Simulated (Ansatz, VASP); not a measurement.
# One calculation of Cd3SeS2, two programs

```
Cd Se S
1.0
     4.25230    0.00000    0.00000
    -2.12615    3.68260    0.00000
     0.00000    0.00000   10.42849
Cd Se S
3 1 2
Cartesian
  0.0000 0.0000 10.3343
  0.0000 2.4551 6.9515
  2.1261 1.2275 3.5761
  0.0000 0.0000 2.5848
  0.0000 2.4551 9.5212
  2.1261 1.2275 6.1389
```

Alike in both runs: task single point; functional PBE; k mesh 6 × 6 × 4; occupations gaussian, width 0.02 eV; no spin polarisation.

|  | VASP | Ansatz |
| --- | --- | --- |
| version | VASP 6.6.1 | Ansatz 0.2.0 |
| potentials or method | VASP PAW PBE potentials, release 64 (Cd, Se, S), cutoff 520 eV | scalar-relativistic, plane waves, PAW |
| valence electrons in the cell | 54 | 88 |

```tsv
	VASP	Ansatz	Ansatz less VASP
gap on the k mesh at the Fermi level (eV)	0.66	0.66	+0.001
least direct gap on the mesh (eV)	0.66	0.66	+0.001
```

VASP's potentials hold 54 valence electrons a cell and Ansatz's 88, so a difference there can come from the potentials and not from the codes.
